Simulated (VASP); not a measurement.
# BaTiO3 (P4mm) in VASP: notebook, part 2 of 2

VASP 6.6.1.

## 3. Single point, LDA

Input file INCAR:

```
  PREC = Accurate
  ENCUT = 520
  EDIFF = 1E-6
  ISMEAR = 0
  SIGMA = 0.1
  LREAL = F
  LASPH = T
  NELM = 60
  ALGO = Normal
  ISIF = 2
  LWAVE = F
  LCHARG = F
  GGA = CA
  NBANDS = 28
```

Input file KPOINTS:

```
Automatic mesh
0
Gamma
  8 8 8
```

Input file POSCAR:

```
BaTiO3
1.0
    3.9998000000      0.0000000000      0.0000000000
    0.0000000000      3.9998000000      0.0000000000
    0.0000000000      0.0000000000      4.0180000000
Ba Ti O
1 1 3
Direct
    0.0000000000      0.0000000000      0.0000000000
    0.5000000000      0.5000000000      0.4900000000
    0.0000000000      0.5000000000      0.5170000000
    0.5000000000      0.0000000000      0.5170000000
    0.5000000000      0.5000000000      0.0190000000
```

Potentials or basis: VASP PAW LDA potentials, release 64 (Ba_sv, Ti_sv, O).

On the command line:

```
$ cat potpaw_LDA.64/Ba_sv/POTCAR potpaw_LDA.64/Ti_sv/POTCAR potpaw_LDA.64/O/POTCAR > POTCAR
$ mpirun -np 1 vasp_std > vasp.out
```

OUTCAR:

```text
PREC = Accurate
   ENCUT = 520
   EDIFF = 1E-6
   ISMEAR = 0
   LREAL = F
   LASPH = T
   NELM = 60
   ISIF = 2
   GGA = CA

 ion  position               nearest neighbor table
   1  0.000  0.000  0.000-   3 2.79   4 2.79   3 2.79   4 2.79   5 2.83   5 2.83   5 2.83   5 2.83
                             4 2.88   3 2.88   4 2.88   3 2.88   2 3.45   2 3.45   2 3.45   2 3.45
   2  0.500  0.500  0.490-   5 1.89   4 2.00   3 2.00   4 2.00   3 2.00   5 2.13   1 3.45   1 3.45
                             1 3.45   1 3.45   1 3.49   1 3.49   1 3.49   1 3.49
   3  0.000  0.500  0.517-   2 2.00   2 2.00   1 2.79   1 2.79   1 2.88   1 2.88
   4  0.500  0.000  0.517-   2 2.00   2 2.00   1 2.79   1 2.79   1 2.88   1 2.88
   5  0.500  0.500  0.019-   2 1.89   2 2.13   1 2.83   1 2.83   1 2.83   1 2.83

  LATTYP: Found a simple tetragonal cell.
 ALAT       =     3.9998000000
 C/A-ratio  =     1.0045502275

  Lattice vectors:

 A1 = (   3.9998000000,   0.0000000000,   0.0000000000)
 A2 = (   0.0000000000,   3.9998000000,   0.0000000000)
 A3 = (   0.0000000000,   0.0000000000,   4.0180000000)

Analysis of symmetry for initial positions (statically):
[... 176 lines left out ...]
  free energy    TOTEN  =       -44.11386818 eV

  energy without entropy =      -44.11386818  energy(sigma->0) =      -44.11386818

 E-fermi :   4.0960     XC(G=0): -11.7207

 val. band max:        3.5356003564   @ k =   0.5000   0.5000   0.5000
 cond. band min:       5.2173610212   @ k =   0.0000   0.0000   0.0000
 fundamental gap:      1.6817606648
 Fermi energy:         4.0960027630

 k-point     1 :       0.0000    0.0000    0.0000
  band No.  band energies     occupation
      1     -52.3165      2.00000
      2     -28.9612      2.00000
      3     -28.9301      2.00000
      4     -28.9301      2.00000
      5     -21.1667      2.00000
      6     -13.0739      2.00000
[... 733 lines left out ...]
     27      11.3230      0.00000
     28      12.2445      0.00000

 [... further k-points ...]
[... 5 lines left out ...]
  --------------------------------------------------------------------------------------
  -------------------------------------------------------------------------------------
  Total       -2.7390914     -2.7390914     -2.3419349      0.0000000     -0.0000000      0.0000000
  in kB      -68.2701118    -68.2701118    -58.3712395      0.0000000     -0.0000000      0.0000000
  external PRESSURE =     -64.9704877 kB  Pullay stress =       0.0000000 kB

 VOLUME and BASIS-vectors are now :
 -----------------------------------------------------------------------------
  energy-cutoff  :      520.00
  volume of cell :       64.28
      direct lattice vectors                 reciprocal lattice vectors
     3.999800000  0.000000000  0.000000000     0.250012501  0.000000000  0.000000000
     0.000000000  3.999800000  0.000000000     0.000000000  0.250012501  0.000000000
     0.000000000  0.000000000  4.018000000     0.000000000  0.000000000  0.248880040

 POSITION                                       TOTAL-FORCE (eV/Angst)
 -----------------------------------------------------------------------------------
      0.00000      0.00000      0.00000        -0.000000      0.000000      0.038671
      1.99990      1.99990      1.96882        -0.000000     -0.000000     -0.152824
      0.00000      1.99990      2.07731         0.000000      0.000000     -0.124852
      1.99990      0.00000      2.07731        -0.000000      0.000000     -0.124852
      1.99990      1.99990      0.07634        -0.000000      0.000000      0.363857
 -----------------------------------------------------------------------------------
    total drift:                                0.000000      0.000000      0.000265

  FREE ENERGIE OF THE ION-ELECTRON SYSTEM (eV)
  ---------------------------------------------------
  free  energy   TOTEN  =       -44.1138681769 eV

  energy  without entropy=      -44.1138681769  energy(sigma->0) =      -44.11386818
```

stdout:

```text
POSCAR found type information on POSCAR BaTiO
 POSCAR found :  3 types and       5 ions
 scaLAPACK will be used
 LDA part: xc-table for (Slater(with rela. corr.)+CA(PZ))
 , standard interpolation
 POSCAR, INCAR and KPOINTS ok, starting setup
 FFT: planning ... GRIDC
 FFT: planning ... GRID_SOFT
 FFT: planning ... GRID
 WAVECAR not read
 entering main loop
```

Run time: 68 s. Hardware: 1 thread of Intel Xeon 6975P-C (Granite Rapids), shared host; peak memory 0.25 GiB.

What came out:

```
Free energy            : -44.1139 eV
Pressure               : -6.5 GPa
Largest force          : 0.364 eV/Å
Band gap on the k mesh : 1.68 eV, indirect (least direct gap 1.97 eV)
```

Forces on the atoms (eV/Å):
```
Ba   0.000  0.000  0.039
Ti   0.000  0.000 -0.153
O    0.000  0.000 -0.125
O    0.000  0.000 -0.125
O    0.000  0.000  0.364
```

Caveat: spin-orbit coupling is left out, which moves the levels of the heavy elements. A k mesh can miss the band edges.

## 4. Single point, LDA

Input file INCAR:

```
PREC = Accurate
ENCUT = 520
EDIFF = 1E-6
ISMEAR = 0
SIGMA = 0.1
LREAL = F
LASPH = T
NELM = 100
ALGO = Normal
ISIF = 2
LWAVE = F
LCHARG = F
NBANDS = 28
```

Input file KPOINTS:

```
Automatic mesh
0
Gamma
  9 9 9
```

POSCAR is that of step 3.

On the command line:

```
$ cat potpaw_LDA.64/Ba_sv/POTCAR potpaw_LDA.64/Ti_sv/POTCAR potpaw_LDA.64/O/POTCAR > POTCAR
$ mpirun -np 1 vasp_std > vasp.out
```

It took 66 s on 1 thread of Intel Xeon 6975P-C (Granite Rapids), shared host; peak memory 0.25 GiB.

The run converged. Its results:

```
Free energy            : -44.1138 eV
Pressure               : -6.5 GPa
Largest force          : 0.364 eV/Å
Band gap on the k mesh : 1.75 eV, indirect (least direct gap 1.97 eV)
```

Forces on the atoms (eV/Å):
```
Ba   0.000  0.000  0.039
Ti   0.000  0.000 -0.153
O    0.000  0.000 -0.125
O    0.000  0.000 -0.125
O    0.000  0.000  0.364
```

Stress tensor (GPa, compression positive):
```
-6.83  0.00  0.00
 0.00 -6.83  0.00
 0.00  0.00 -5.84
```

Levels at points of the mesh, in eV from the valence-band top:
```tsv
k point	band 16	band 17	band 18	band 19	band 20	band 21	band 22	band 23	band 24	band 25
(0.00, 0.00, 0.00)	-1.19	-1.09	-0.23	-0.23	-0.23	1.75	1.97	1.97	4.07	4.15
```

Caveat: spin-orbit coupling is left out, which moves the levels of the heavy elements.

## 5. Summary

| k mesh | gap on the mesh (eV) | pressure (GPa) | largest force (eV/Å) |
| --- | --- | --- | --- |
| 6 × 6 × 6 | 1.68 | -6.5 | 0.36 |
| 8 × 8 × 8 | 1.68 | -6.5 | 0.36 |
| 9 × 9 × 9 | 1.75 | -6.5 | 0.36 |

Alike in all rows: task single point; level LDA; potentials or basis VASP PAW LDA potentials, release 64 (Ba_sv, Ti_sv, O); no spin polarisation; cell as given; cutoff (eV) 520; smearing gaussian 0.1 eV.

On the cell as given the gap runs from 1.68 eV (LDA) to 1.75 eV (LDA); the meshes differ, which moves gaps too.

Caveats: spin-orbit coupling is left out, which moves the levels of the heavy elements.

Total energies depend on the potentials used, so only differences within one code and one set of settings carry meaning.
